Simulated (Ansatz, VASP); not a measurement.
One calculation of Mo, two programs

File INCAR:

```
SYSTEM = Mo
PREC = Accurate ; ENCUT = 520
EDIFF = 1E-7 ; ISMEAR = 0
SIGMA = 0.15 ; LREAL = .FALSE.
LASPH = .TRUE. ; NELM = 80
ALGO = Fast ; ISIF = 2
LWAVE = .FALSE. ; LCHARG = .TRUE.
GGA = PS ; LELF = .TRUE.
LVHAR = .TRUE. ; NBANDS = 13
```

File KPOINTS:

```
regular mesh
0
G
  18 18 18
  0 0 0
```

File POSCAR:

```
Mo
1.0
    2.8449308131      0.0000000000      0.0000000000
   -1.4224654065      2.3690214963      0.0000000000
    0.0000000000      0.0000000000      2.5551807000
Mo
1
Direct
    0.0000000000      0.0000000000      0.5000000000
```

Input for Ansatz:

```yaml
crystal:
  lattice:
    - [2.8449308131, 0.0, 0.0]
    - [-1.4224654065, 2.3690214963, 0.0]
    - [0.0, 0.0, 2.5551807]
  atoms:
    - { symbol: Mo, position: [0.0, 0.0, 0.5] }
basis:
  ecutwfc: 420
kpoints:
  mp_grid: { grid: [18, 18, 18] }
hamiltonian:
  xc: pbesol
scf:
  occupations: { method: gaussian, width: 0.15 }
output:
  forces: true
  stress: true
  eigenvalues: true
  write_density: true
  write_potential: true
  elf: true
  volumetric_format: npy
```

Change from the starting cell: strain +0.0400 x Voigt [1, 0, 0, 0, 0, 0], atoms carried along.

Alike in both runs: task single point; functional PBEsol; k mesh 18 × 18 × 18; occupations gaussian, width 0.15 eV; no spin polarisation.

|  | VASP | Ansatz |
| --- | --- | --- |
| version | VASP 6.6.1 | Ansatz 0.2.0 |
| potentials or method | VASP PAW PBE potentials, release 64 (Mo_sv), cutoff 520 eV | scalar-relativistic, plane waves, PAW |
| valence electrons in the cell | 14 | 14 |

|  | VASP | Ansatz | Ansatz less VASP |
| --- | --- | --- | --- |
| gap on the k mesh at the Fermi level (eV) | none | none | - |
| pressure (GPa) | -10.9 | -11.4 | -0.43 |
| traceless stress, the component that is largest in VASP (GPa) | 2.55 | 2.63 | +0.075 |

VASP's potentials were made for PBE, not for PBEsol. A gap of «none» marks a metal or a gap that the smearing closes. The functional is the same, so the differences come from potentials, cutoffs and numerics.
